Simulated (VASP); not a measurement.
Input of a VASP 6.6.1 run:

File POSCAR:

```
Ba
1.0
    0.0000000000      3.2231413676      3.2231413676
    3.2231413676      0.0000000000      3.2231413676
    3.2231413676      3.2231413676      0.0000000000
Ba
1
Direct
    0.0000000000      0.0000000000      0.0000000000
```

Contents of INCAR.step1:

```
SYSTEM = Ba
ALGO = Normal
EDIFF = 1E-4
ENCUT = 520
GGA = PE
ISMEAR = -1
LASPH = .True.
LCHARG = .False.
LREAL = .False.
LWAVE = .True.
NBANDS = 11
NELM = 60
PREC = Accurate
SIGMA = 0.1
```

INCAR.step2

```
SYSTEM = Ba
ALGO = Normal
EDIFF = 1E-7
ENCUT = 520
ISIF = 2
ISMEAR = -1
ISTART = 1
LASPH = .True.
LCHARG = .False.
LMIXTAU = .True.
LREAL = .False.
LWAVE = .False.
METAGGA = R2SCAN
NBANDS = 11
NELM = 60
PREC = Accurate
SIGMA = 0.1
```

File KPOINTS:

```
k-points
0
Gamma
  14 14 14
  0 0 0
```

Potentials or basis: VASP PAW PBE potentials, release 64 (Ba_sv).

Command:

```sh
$ cat potpaw_PBE.64/Ba_sv/POTCAR > POTCAR
$ cp INCAR.step1 INCAR
$ mpirun -np 1 vasp_std > vasp.out
$ cp INCAR.step2 INCAR
$ mpirun -np 1 vasp_std > vasp.out
```

(1) Estimate the band gap on the k mesh.

(2) What does it give for the pressure?

## Answers

(1) zero (bands 5 and 6 overlap by 0.11 eV).

(2) 0.1 GPa.

Caveat: the PAW data sets were made with another functional, which shifts forces and pressure a little; spin-orbit coupling is left out, which moves the levels of the heavy elements.
